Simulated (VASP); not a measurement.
# HCl in VASP: single point with PBE

Aim: the single point of HCl with PBE.

Program: VASP 6.6.1. These are calculated values, not measurements. Logs are shortened: lines on timing, memory, paths and dates and some standing lists are left out, and cuts for length are marked.

### 1 The cell of the first run

The cell holds a disordered packing, 20 atoms: a = 7.417 Å, b = 7.417 Å, c = 7.417 Å, α = 90.00°, β = 90.00°, γ = 90.00°.

### 2 Single point, PBE

INCAR reads:

```
PREC = Accurate
ENCUT = 910
EDIFF = 1E-6
ISMEAR = -1
SIGMA = 0.05
LREAL = Auto
LASPH = T
NELM = 120
ALGO = Normal
ISIF = 2
LWAVE = F
LCHARG = F
GGA = PE
NBANDS = 56
GGA_COMPAT = F
```

KPOINTS reads:

```
regular mesh
0
Gamma
  1 1 1
```

POSCAR reads:

```
HCl
1.0
    7.4168600000      0.0000000000      0.0000000000
    0.0000000000      7.4168600000      0.0000000000
    0.0000000000      0.0000000000      7.4168600000
Cl H
10 10
Direct
    0.2855790725      0.0361743379      0.4336606057
    0.0989367468      0.5108496048      0.4422221803
    0.6632186667      0.2699929620      0.3094571018
    0.4389997924      0.2602988327     -0.1264146822
    0.6929212632      0.8194438078      0.1280595832
    0.8632763730      0.4927556945      0.8558069048
    0.2516024301      0.7417154969      0.9925224421
    0.4944680094      0.6750026291      0.5639448500
    1.0287911596      0.1397356833     -0.0032223879
    0.8693975618      0.9226276349      0.6085863829
    0.3800260488     -0.1062039731      0.4882119927
    0.1285854122      0.6578659972      0.3503234522
    0.8180011487      0.3000461112      0.2334680714
    0.5472531503      0.2444565490      0.0177838061
    0.7237429316      0.6827552360      0.0094784046
    0.9113020874      0.6072381035      0.7358909296
    0.1809930348      0.8962283230      1.0421121607
    0.5645246101      0.6378710128      0.4093915754
    0.8780939643      0.0987210221     -0.0630859960
    1.0308944756      0.9606895640      0.5652661638
```

Potentials or basis: VASP PAW PBE potentials, release 64 (Cl, H_h).

The run is started by

```
$ cat potpaw_PBE.64/Cl/POTCAR potpaw_PBE.64/H_h/POTCAR > POTCAR
$ mpirun -np 1 vasp_gam > vasp.out
```

OUTCAR:

```text
PREC = Accurate
   ENCUT = 910
   EDIFF = 1E-6
   ISMEAR = -1
   LREAL = Auto
   LASPH = T
   NELM = 120
   ISIF = 2
   GGA = PE

 ion  position               nearest neighbor table
   1  0.286  0.036  0.434-  11 1.33
   2  0.099  0.511  0.442-  12 1.30
   3  0.663  0.270  0.309-  13 1.30
   4  0.439  0.260  0.874-  14 1.34
   5  0.693  0.819  0.128-  15 1.36
   6  0.863  0.493  0.856-  16 1.28
[... 12 lines left out ...]
  19  0.878  0.099  0.937-   9 1.24
  20  0.031  0.961  0.565-  10 1.27

  LATTYP: Found a simple cubic cell.
 ALAT       =     7.4168600000

  Lattice vectors:

 A1 = (   7.4168600000,   0.0000000000,   0.0000000000)
 A2 = (   0.0000000000,   7.4168600000,   0.0000000000)
 A3 = (   0.0000000000,   0.0000000000,   7.4168600000)

Analysis of symmetry for initial positions (statically):
=====================================================================
 Subroutine PRICEL returns:
 Original cell was already a primitive cell.

 Routine SETGRP: Setting up the symmetry group for a
 simple cubic supercell.

 Subroutine GETGRP returns: Found  1 space group operations
 (whereof  1 operations were pure point group operations)
 out of a pool of 48 trial point group operations.

The static configuration has the point symmetry C_1 .

Analysis of symmetry for dynamics (positions and initial velocities):
=====================================================================
 Subroutine PRICEL returns:
 Original cell was already a primitive cell.

 Routine SETGRP: Setting up the symmetry group for a
 simple cubic supercell.

 Subroutine GETGRP returns: Found  1 space group operations
 (whereof  1 operations were pure point group operations)
 out of a pool of 48 trial point group operations.

The dynamic configuration has the point symmetry C_1 .

 Subroutine INISYM returns: Found  1 space group operations
 (whereof  1 operations are pure point group operations),
 and found     1 'primitive' translations

----------------------------------------------------------------------------------------

                                     Primitive cell

  volume of cell :     408.0001

  direct lattice vectors                    reciprocal lattice vectors
     7.416860000  0.000000000  0.000000000     0.134827946  0.000000000  0.000000000
     0.000000000  7.416860000  0.000000000     0.000000000  0.134827946  0.000000000
     0.000000000  0.000000000  7.416860000     0.000000000  0.000000000  0.134827946

  length of vectors
     7.416860000  7.416860000  7.416860000     0.134827946  0.134827946  0.134827946

  position of ions in fractional coordinates (direct lattice)
     0.285579072  0.036174338  0.433660606
     0.098936747  0.510849605  0.442222180
     0.663218667  0.269992962  0.309457102
     0.438999792  0.260298833  0.873585318
     0.692921263  0.819443808  0.128059583
     0.863276373  0.492755694  0.855806905
[... 12 lines left out ...]
     0.878093964  0.098721022  0.936914004
     0.030894476  0.960689564  0.565266164

  ion indices of the primitive-cell ions
   primitive index   ion index
                 1           1
                 2           2
                 3           3
                 4           4
                 5           5
                 6           6
[... 12 lines left out ...]
                19          19
                20          20

----------------------------------------------------------------------------------------

 KPOINTS: regular mesh

Automatic generation of k-mesh.
 Grid dimensions read from file:
 generate k-points for:    1    1    1

 Generating k-lattice:

  Cartesian coordinates                     Fractional coordinates (reciprocal lattice)
     0.134827946  0.000000000  0.000000000     1.000000000  0.000000000  0.000000000
     0.000000000  0.134827946  0.000000000     0.000000000  1.000000000  0.000000000
     0.000000000  0.000000000  0.134827946     0.000000000  0.000000000  1.000000000

  Length of vectors
     0.134827946  0.134827946  0.134827946

  Shift w.r.t. Gamma in fractional coordinates (k-lattice)
     0.000000000  0.000000000  0.000000000

 Subroutine IBZKPT returns following result:
 ===========================================

 Found      1 irreducible k-points:

 Following reciprocal coordinates:
            Coordinates               Weight
  0.000000  0.000000  0.000000      1.000000
   k-points           NKPTS =      1   k-points in BZ     NKDIM =      1   number of bands    NBANDS=     56
   number of dos      NEDOS =    301   number of ions     NIONS =     20
   total plane-waves  NPLWV = 512000
   dimension x,y,z NGX =    80 NGY =   80 NGZ =   80
   dimension x,y,z NGXF=   160 NGYF=  160 NGZF=  160
   ions per type =              10  10
   NGX,Y,Z   is equivalent  to a cutoff of  17.93, 17.93, 17.93 a.u.
   NGXF,Y,Z  is equivalent  to a cutoff of  35.86, 35.86, 35.86 a.u.
 SYSTEM =  unknown system
   PREC   = accura    normal or accurate (medium, high low for compatibility)
   ISTART =      0    job   : 0-new  1-cont  2-samecut
   ICHARG =      2    charge: 1-file 2-atom 10-const
   ISPIN  =      1    spin polarized calculation?
   LNONCOLLINEAR =      F non collinear calculations
   LSORBIT =      F    spin-orbit coupling
   LASPH  =      T    aspherical Exc in radial PAW
   ENCUT  =  910.0 eV  66.88 Ry    8.18 a.u.  18.24 18.24 18.24*2*pi/ulx,y,z
   NELM   =    120;   NELMIN=  2; NELMDL= -5     # of ELM steps
   EDIFF  = 0.1E-05   stopping-criterion for ELM
   LREAL  =      T    real-space projection
   EDIFFG = 0.1E-04   stopping-criterion for IOM
   NSW    =      0    number of steps for IOM
[... 5 lines left out ...]
   TEBEG  =    0.0;   TEEND  =   0.0 temperature during run
   PSTRESS=    0.0 pullay stress
   NELECT =      80.0000    total number of electrons
   NUPDOWN=      -1.0000    fix difference up-down
   EMIN   =  10.00;   EMAX   =-10.00  energy-range for DOS
   EFERMI =   0.00;   METHOD = LEGACY
   ISMEAR =    -1;   SIGMA  =   0.05  broadening in eV -4-tet -1-fermi 0-gaus
   EFERMI_NEDOS =   21; number of points for ismear=-14 and -15
   IALGO  =     38    algorithm
   IMIX   =      4    mixing-type and parameters
     AMIX     =   0.40;   BMIX     =  1.00
     AMIX_MAG =   1.60;   BMIX_MAG =  1.00
  volume/ion in A,a.u.               =      20.40       137.67
  Fermi-wavevector in a.u.,A,eV,Ry     =   0.951082  1.797285 12.307251  0.904557
  Thomas-Fermi vector in A             =   2.079519
   LORBIT       =      0    0 simple, 1 ext, 2 COOP (PROOUT), +10 PAW based schemes
   GGA     = PE    functional components
   LHFCALC =     F    Hartree Fock is set to
   AEXX    =    0.0000 exact exchange contribution
   IVDW    =     0    specifies the selected vdW correction
   LEPSILON=     F    determine dielectric tensor
   LRPA    =     F    only Hartree local field effects (RPA)
 non-spin polarized calculation
  energy-cutoff  :      910.00
  volume of cell :      408.00
 maximum number of plane-waves:     12707
 NGX is ok and might be reduce to    80
   NGX = 37   NGY = 37   NGZ = 37

 number of electron      80.0000000 magnetization

 Free energy of the ion-electron system (eV)
  ---------------------------------------------------
  ext. energy  EPLUGINS =         0.00000000
  ---------------------------------------------------
  free energy    TOTEN  =       -60.99805667 eV

  energy without entropy =      -60.99805667  energy(sigma->0) =      -60.99805667

 E-fermi :  -0.9959     XC(G=0):  -6.9545

 val. band max:       -2.2390078447   @ k =   0.0000   0.0000   0.0000
 cond. band min:       2.9734249183   @ k =   0.0000   0.0000   0.0000
 fundamental gap:      5.2124327630
 Fermi energy:        -0.9959259649

 k-point     1 :       0.0000    0.0000    0.0000
  band No.  band energies     occupation
      1     -17.0910      2.00000
      2     -16.9689      2.00000
      3     -16.6168      2.00000
      4     -16.6011      2.00000
      5     -16.3759      2.00000
      6     -16.2766      2.00000
[... 44 lines left out ...]
     51       6.5760      0.00000
     52       6.6222      0.00000
 [bands above 52 left out]

------------------------ aborting loop because EDIFF is reached ----------------------------------------

  FORCE on cell =-STRESS in cart. coord.  units (eV):
  Direction    XX          YY          ZZ          XY          YZ          ZX
  --------------------------------------------------------------------------------------
  -------------------------------------------------------------------------------------
  Total        8.4849081      4.5644442      1.6858786      1.1324123     -0.9206845      0.3459388
  in kB       33.3194238     17.9241364      6.6202842      4.4468750     -3.6154400      1.3584685
  external PRESSURE =      19.2879482 kB  Pullay stress =       0.0000000 kB

 VOLUME and BASIS-vectors are now :
 -----------------------------------------------------------------------------
  energy-cutoff  :      910.00
  volume of cell :      408.00
      direct lattice vectors                 reciprocal lattice vectors
     7.416860000  0.000000000  0.000000000     0.134827946  0.000000000  0.000000000
     0.000000000  7.416860000  0.000000000     0.000000000  0.134827946  0.000000000
     0.000000000  0.000000000  7.416860000     0.000000000  0.000000000  0.134827946

 POSITION                                       TOTAL-FORCE (eV/Angst)
 -----------------------------------------------------------------------------------
      2.11810      0.26830      3.21640        -0.106192      0.255407     -0.107790
      0.73380      3.78890      3.27990        -0.133222      0.204812     -0.369288
      4.91900      2.00250      2.29520         0.143419      0.122113     -0.158978
      3.25600      1.93060      6.47926         0.785248     -0.096187      0.814722
      5.13930      6.07770      0.94980         0.155476     -0.797627     -0.529158
      6.40280      3.65470      6.34740        -0.279030     -0.129869      0.136931
[... 12 lines left out ...]
      6.51270      0.73220      6.94896        -1.383352     -0.654695     -0.576756
      0.22914      7.12530      4.19250         0.932670      0.284782     -0.248055
 -----------------------------------------------------------------------------------
    total drift:                               -0.000879      0.001148     -0.000558

  FREE ENERGIE OF THE ION-ELECTRON SYSTEM (eV)
  ---------------------------------------------------
  free  energy   TOTEN  =       -60.9980566705 eV

  energy  without entropy=      -60.9980566705  energy(sigma->0) =      -60.99805667
```

Wall time 85 s (1 thread of AMD EPYC 7R43 (Zen 3), shared host); peak memory 0.86 GiB.

Results:

```
Free energy   : -60.9981 eV
Pressure      : 1.9 GPa
Largest force : 1.765 eV/Å
```

Forces in eV/Å, atoms in the order of the input:
```
Cl  -0.106  0.255 -0.108
Cl  -0.133  0.205 -0.369
Cl   0.143  0.122 -0.159
Cl   0.785 -0.096  0.815
Cl   0.155 -0.798 -0.529
Cl  -0.279 -0.130  0.137
Cl  -0.115  0.058  0.144
Cl   0.190 -0.238  0.436
Cl   1.441  0.515  0.879
Cl  -0.942 -0.271  0.295
H   -0.045  0.103 -0.040
H   -0.078 -0.431  0.097
H   -0.028 -0.039  0.158
H   -0.810  0.140 -0.783
H   -0.061  0.821  0.686
H    0.096  0.445 -0.347
H    0.109 -0.334 -0.245
H    0.128  0.041 -0.241
H   -1.383 -0.655 -0.577
H    0.933  0.285 -0.248
```

Caveat: the k points lie up to 0.85 Å⁻¹ apart, too coarse for converged energies, forces and pressures; the atoms stand as in a frame of molecular dynamics.
